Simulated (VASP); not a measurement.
# Se: single point with PBE+D3(BJ)

Crystal: Se.

```xyz
3
Lattice="4.0681 0.0000 0.0000 -2.0341 3.5231 0.0000 0.0000 0.0000 5.1277" Properties=species:S:1:pos:R:3 pbc="T T T"
Se    1.0062    0.0000    1.7092
Se   -0.5031    0.8714    3.4185
Se    1.5310    2.6517    0.0000
```

| Quantity | Value |
| --- | --- |
| Program | VASP 6.6.1 |
| Task | single point |
| Functional | PBE |
| Dispersion | D3(BJ) |
| Potentials or basis | VASP PAW PBE potentials, release 64 (Se) |
| Cutoff | 520 eV |
| k mesh | 9 × 9 × 6 |
| Occupations | gaussian, width 0.02 eV |
| Spin | no spin polarisation |

The pressure is 0.1 GPa, the largest force is 0.018 eV/Å and the band gap on the k mesh is 0.53 eV, direct. The dispersion energy per atom is -0.356 eV.

Forces in eV/Å, atoms in the order of the input:
```
Se   0.018  0.000  0.000
Se  -0.009  0.016  0.000
Se  -0.009 -0.016  0.000
```

Stress tensor (GPa, compression positive):
```
0.07 0.00 0.00
0.00 0.07 0.00
0.00 0.00 0.15
```

Levels at points of the mesh, in eV from the valence-band top:
| k point | band 7 | band 8 | band 9 | band 10 | band 11 | band 12 |
| --- | --- | --- | --- | --- | --- | --- |
| (0.00, 0.00, 0.00) | -1.86 | -1.86 | -0.52 | 1.48 | 1.48 | 2.07 |
| (0.00, 0.00, 0.50) | -1.37 | -1.34 | -1.34 | 0.95 | 0.97 | 0.97 |

It took 62 s on 1 thread of Intel(R) Xeon(R) Platinum 8488C (Sapphire Rapids), on a shared host, peak memory 0.21 GiB.

A k mesh can miss the band edges.
